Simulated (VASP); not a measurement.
# Hf3F (Fm-3m) in VASP: a series of runs, part 3 of 4

VASP 6.6.1. Earlier steps stand in the parts before.

### Step 5. Single point, PBE

Contents of INCAR:

```
SYSTEM = Hf3F
ALGO = Normal ; EDIFF = 1E-6
ENCUT = 520 ; GGA = PE
ISIF = 2 ; ISMEAR = 0
LASPH = .True. ; LCHARG = .False.
LREAL = .False. ; LWAVE = .False.
NBANDS = 26 ; NELM = 100
PREC = Accurate ; SIGMA = 0.1
```

Contents of KPOINTS:

```
k-points
0
Gamma
  12 12 12
  0 0 0
```

Contents of POSCAR:

```
Hf3F
1.0
    0.0000000000      3.4181994372      3.4181994372
    3.4181994372      0.0000000000      3.4181994372
    3.4181994372      3.4181994372      0.0000000000
Hf F
3 1
Direct
    0.2500000000      0.2500000000      0.2500000000
    0.7500000000      0.7500000000      0.7500000000
    0.5000000000      0.5000000000      0.5000000000
    0.0000000000      0.0000000000      0.0000000000
```

Potentials or basis: VASP PAW PBE potentials, release 64 (Hf_pv, F).

Command:

```bash
$ cat potpaw_PBE.64/Hf_pv/POTCAR potpaw_PBE.64/F/POTCAR > POTCAR
$ mpirun -np 1 vasp_std > vasp.out
```

OUTCAR:

```text
SYSTEM = Hf3F
   EDIFF = 1E-6
   ENCUT = 520
   GGA = PE
   ISIF = 2
   ISMEAR = 0
   LASPH = .True.
   LREAL = .False.
   NELM = 100
   PREC = Accurate

 ion  position               nearest neighbor table
   1  0.250  0.250  0.250-   3 2.96   3 2.96   3 2.96   3 2.96   2 3.42   2 3.42   2 3.42   2 3.42
                             2 3.42   2 3.42
   2  0.750  0.750  0.750-   3 2.96   3 2.96   3 2.96   3 2.96   1 3.42   1 3.42   1 3.42   1 3.42
                             1 3.42   1 3.42
   3  0.500  0.500  0.500-   1 2.96   1 2.96   1 2.96   1 2.96   2 2.96   2 2.96   2 2.96   2 2.96

   4  0.000  0.000  0.000-

  LATTYP: Found a face centered cubic cell.
 ALAT       =     6.8363988744

  Lattice vectors:

 A1 = (   0.0000000000,   3.4181994372,   3.4181994372)
 A2 = (   3.4181994372,   0.0000000000,   3.4181994372)
 A3 = (   3.4181994372,   3.4181994372,   0.0000000000)

Analysis of symmetry for initial positions (statically):
=====================================================================
 Subroutine PRICEL returns:
 Original cell was already a primitive cell.

 Routine SETGRP: Setting up the symmetry group for a
 face centered cubic supercell.

 Subroutine GETGRP returns: Found 48 space group operations
 (whereof 48 operations were pure point group operations)
 out of a pool of 48 trial point group operations.

The static configuration has the point symmetry O_h .

Analysis of symmetry for dynamics (positions and initial velocities):
=====================================================================
 Subroutine PRICEL returns:
 Original cell was already a primitive cell.

 Routine SETGRP: Setting up the symmetry group for a
 face centered cubic supercell.

 Subroutine GETGRP returns: Found 48 space group operations
 (whereof 48 operations were pure point group operations)
 out of a pool of 48 trial point group operations.

The dynamic configuration has the point symmetry O_h .

 Subroutine INISYM returns: Found 48 space group operations
 (whereof 48 operations are pure point group operations),
 and found     1 'primitive' translations

----------------------------------------------------------------------------------------

                                     Primitive cell

  volume of cell :      79.8771

  direct lattice vectors                    reciprocal lattice vectors
     0.000000000  3.418199437  3.418199437    -0.146275842  0.146275842  0.146275842
     3.418199437  0.000000000  3.418199437     0.146275842 -0.146275842  0.146275842
     3.418199437  3.418199437  0.000000000     0.146275842  0.146275842 -0.146275842

  length of vectors
     4.834064003  4.834064003  4.834064003     0.253357190  0.253357190  0.253357190

  position of ions in fractional coordinates (direct lattice)
     0.250000000  0.250000000  0.250000000
     0.750000000  0.750000000  0.750000000
     0.500000000  0.500000000  0.500000000
     0.000000000  0.000000000  0.000000000

  ion indices of the primitive-cell ions
   primitive index   ion index
                 1           1
                 2           2
                 3           3
                 4           4

----------------------------------------------------------------------------------------

 KPOINTS: k-points

Automatic generation of k-mesh.
 Grid dimensions read from file:
 generate k-points for:   12   12   12

 Generating k-lattice:

  Cartesian coordinates                     Fractional coordinates (reciprocal lattice)
    -0.012189653  0.012189653  0.012189653     0.083333333  0.000000000  0.000000000
     0.012189653 -0.012189653  0.012189653     0.000000000  0.083333333  0.000000000
     0.012189653  0.012189653 -0.012189653     0.000000000  0.000000000  0.083333333

  Length of vectors
     0.021113099  0.021113099  0.021113099

  Shift w.r.t. Gamma in fractional coordinates (k-lattice)
     0.000000000  0.000000000  0.000000000

 Subroutine IBZKPT returns following result:
 ===========================================

 Found     72 irreducible k-points:

 Following reciprocal coordinates:
            Coordinates               Weight
  0.000000  0.000000  0.000000      1.000000
  0.083333  0.000000  0.000000      8.000000
  0.166667  0.000000  0.000000      8.000000
  0.250000  0.000000  0.000000      8.000000
  0.333333  0.000000  0.000000      8.000000
  0.416667  0.000000  0.000000      8.000000
[... 16 lines left out ...]
  0.500000  0.166667  0.000000     24.000000
 -0.416667  0.166667  0.000000     24.000000
 [... further k-points ...]
   k-points           NKPTS =     72   k-points in BZ     NKDIM =     72   number of bands    NBANDS=     26
   number of dos      NEDOS =    301   number of ions     NIONS =      4
   total plane-waves  NPLWV =  46656
   dimension x,y,z NGX =    36 NGY =   36 NGZ =   36
   dimension x,y,z NGXF=    72 NGYF=   72 NGZF=   72
   ions per type =               3   1
   NGX,Y,Z   is equivalent  to a cutoff of  12.38, 12.38, 12.38 a.u.
   NGXF,Y,Z  is equivalent  to a cutoff of  24.76, 24.76, 24.76 a.u.
 SYSTEM =  Hf3F
   PREC   = accura    normal or accurate (medium, high low for compatibility)
   ISTART =      0    job   : 0-new  1-cont  2-samecut
   ICHARG =      2    charge: 1-file 2-atom 10-const
   ISPIN  =      1    spin polarized calculation?
   LNONCOLLINEAR =      F non collinear calculations
   LSORBIT =      F    spin-orbit coupling
   LASPH  =      T    aspherical Exc in radial PAW
   ENCUT  =  520.0 eV  38.22 Ry    6.18 a.u.   8.99  8.99  8.99*2*pi/ulx,y,z
   NELM   =    100;   NELMIN=  2; NELMDL= -5     # of ELM steps
   EDIFF  = 0.1E-05   stopping-criterion for ELM
   LREAL  =      F    real-space projection
   EDIFFG = 0.1E-04   stopping-criterion for IOM
   NSW    =      0    number of steps for IOM
   IBRION =     -1    ionic relax: 0-MD 1-quasi-New 2-CG
   NFREE  =      0    steps in history (QN), initial steepest desc. (CG)
   ISIF   =      2    stress and relaxation
   ISYM   =      2    0-nonsym 1-usesym 2-fastsym
   POTIM  = 0.5000    time-step for ionic-motion
   TEBEG  =    0.0;   TEEND  =   0.0 temperature during run
   PSTRESS=    0.0 pullay stress
   NELECT =      37.0000    total number of electrons
   NUPDOWN=      -1.0000    fix difference up-down
   EMIN   =  10.00;   EMAX   =-10.00  energy-range for DOS
   EFERMI =   0.00;   METHOD = LEGACY
   ISMEAR =     0;   SIGMA  =   0.10  broadening in eV -4-tet -1-fermi 0-gaus
   EFERMI_NEDOS =   21; number of points for ismear=-14 and -15
   IALGO  =     38    algorithm
   IMIX   =      4    mixing-type and parameters
     AMIX     =   0.40;   BMIX     =  1.00
     AMIX_MAG =   1.60;   BMIX_MAG =  1.00
  volume/ion in A,a.u.               =      19.97       134.76
  Fermi-wavevector in a.u.,A,eV,Ry     =   1.266683  2.393684 21.830362  1.604486
  Thomas-Fermi vector in A             =   2.399871
   LORBIT       =      0    0 simple, 1 ext, 2 COOP (PROOUT), +10 PAW based schemes
   GGA     = PE    functional components
   LHFCALC =     F    Hartree Fock is set to
   AEXX    =    0.0000 exact exchange contribution
   IVDW    =     0    specifies the selected vdW correction
   LEPSILON=     F    determine dielectric tensor
   LRPA    =     F    only Hartree local field effects (RPA)
 non-spin polarized calculation
 Gauss-broadening in eV      SIGMA  =   0.10
  energy-cutoff  :      520.00
  volume of cell :       79.88
 maximum number of plane-waves:      2180
   NGX = 17   NGY = 17   NGZ = 17

 number of electron      37.0000010 magnetization

 Free energy of the ion-electron system (eV)
  ---------------------------------------------------
  ext. energy  EPLUGINS =         0.00000000
  ---------------------------------------------------
  free energy    TOTEN  =       -30.93683667 eV

  energy without entropy =      -30.90653852  energy(sigma->0) =      -30.92168759

 E-fermi :   4.0637     XC(G=0): -10.9198

 val. band max:        4.0623864801   @ k =   0.4167   0.2500   0.0000
 cond. band min:       4.0699282820   @ k =   0.4167   0.3333   0.0833
 fundamental gap:      0.0075418019
 Fermi energy:         4.0636804067

 k-point     1 :       0.0000    0.0000    0.0000
  band No.  band energies     occupation
      1     -26.8259      2.00000
      2     -26.8259      2.00000
      3     -26.8259      2.00000
      4     -26.7443      2.00000
      5     -26.7443      2.00000
      6     -26.7443      2.00000
[... 685 lines left out ...]
     25       6.3688      0.00000
     26       8.5779      0.00000

 [... further k-points ...]

------------------------ aborting loop because EDIFF is reached ----------------------------------------

  FORCE on cell =-STRESS in cart. coord.  units (eV):
  Direction    XX          YY          ZZ          XY          YZ          ZX
  --------------------------------------------------------------------------------------
  -------------------------------------------------------------------------------------
  Total       -0.2136777     -0.2136777     -0.2136777      0.0000000      0.0000000     -0.0000000
  in kB       -4.2859540     -4.2859540     -4.2859540      0.0000000      0.0000000     -0.0000000
  external PRESSURE =      -4.2859540 kB  Pullay stress =       0.0000000 kB

 VOLUME and BASIS-vectors are now :
 -----------------------------------------------------------------------------
  energy-cutoff  :      520.00
  volume of cell :       79.88
      direct lattice vectors                 reciprocal lattice vectors
     0.000000000  3.418199437  3.418199437    -0.146275842  0.146275842  0.146275842
     3.418199437  0.000000000  3.418199437     0.146275842 -0.146275842  0.146275842
     3.418199437  3.418199437  0.000000000     0.146275842  0.146275842 -0.146275842

 POSITION                                       TOTAL-FORCE (eV/Angst)
 -----------------------------------------------------------------------------------
      1.70910      1.70910      1.70910        -0.000000     -0.000000      0.000000
      5.12730      5.12730      5.12730        -0.000000     -0.000000     -0.000000
      3.41820      3.41820      3.41820         0.000000      0.000000      0.000000
      0.00000      0.00000      0.00000         0.000000      0.000000      0.000000
 -----------------------------------------------------------------------------------
    total drift:                                0.000000      0.000000      0.000000

  FREE ENERGIE OF THE ION-ELECTRON SYSTEM (eV)
  ---------------------------------------------------
  free  energy   TOTEN  =       -30.9368366704 eV

  energy  without entropy=      -30.9065385172  energy(sigma->0) =      -30.92168759
```

OSZICAR:

```text
N       E                     dE             d eps       ncg     rms          rms(c)
DAV:   1     0.147802096987E+03    0.14780E+03   -0.19905E+04  3752   0.133E+03
DAV:   2    -0.244413219938E+02   -0.17224E+03   -0.16746E+03  4504   0.326E+02
DAV:   3    -0.324517636577E+02   -0.80104E+01   -0.78122E+01  4898   0.490E+01
DAV:   4    -0.325813989263E+02   -0.12964E+00   -0.12897E+00  4416   0.649E+00
DAV:   5    -0.325836845670E+02   -0.22856E-02   -0.22836E-02  4772   0.755E-01    0.507E+01
DAV:   6    -0.311933226692E+02    0.13904E+01   -0.60146E+00  4118   0.157E+01    0.321E+01
DAV:   7    -0.311749202202E+02    0.18402E-01   -0.32312E+00  4644   0.113E+01    0.113E+01
DAV:   8    -0.309410106976E+02    0.23391E+00   -0.80995E-01  4832   0.543E+00    0.117E+00
DAV:   9    -0.309388160860E+02    0.21946E-02   -0.98811E-02  4006   0.151E+00    0.135E+00
DAV:  10    -0.309377305428E+02    0.10855E-02   -0.21676E-02  4140   0.937E-01    0.120E+00
DAV:  11    -0.309368160076E+02    0.91454E-03   -0.39634E-03  4520   0.409E-01    0.197E-01
DAV:  12    -0.309368683615E+02   -0.52354E-04   -0.44387E-04  4318   0.108E-01    0.312E-01
DAV:  13    -0.309368361364E+02    0.32225E-04   -0.13710E-04  4274   0.682E-02    0.222E-02
DAV:  14    -0.309368366704E+02   -0.53404E-06   -0.95256E-06  4660   0.172E-02
   1 F= -.30936837E+02 E0= -.30921688E+02  d E =-.302982E-01
```

stdout:

```text
POSCAR found type information on POSCAR HfF
 POSCAR found :  2 types and       4 ions
 scaLAPACK will be used
 LDA part: xc-table for (Slater+PW92), standard interpolation
 POSCAR, INCAR and KPOINTS ok, starting setup
 FFT: planning ... GRIDC
 FFT: planning ... GRID_SOFT
 FFT: planning ... GRID
 WAVECAR not read
 entering main loop
```

Run time: 90 s. Hardware: 1 thread of AMD EPYC 9R45 (Zen 5), shared host; peak memory 0.25 GiB.

Results:

| Item | Value |
| --- | --- |
| Free energy | -30.9368 eV |
| Pressure | -0.4 GPa |
| Band gap on the k mesh | zero (an odd number of electrons rules out a gap without spin polarisation) |

Levels at points of the mesh, in eV from the Fermi level:
```tsv
k point	band 16	band 17	band 18	band 19	band 20	band 21
(0.00, 0.00, 0.00)	-1.93	0.24	0.24	0.24	0.52	0.52
(0.50, 0.00, 0.00)	-0.72	-0.58	-0.58	0.31	0.31	0.41
(0.50, 0.50, 0.00)	-1.35	-0.83	-0.34	-0.11	-0.11	1.84
```

Caveat: spin-orbit coupling is left out, which moves the levels of the heavy elements.

[end of part 3 of 4]

The gap in the log of VASP goes by the Fermi energy; the results here count the filled bands.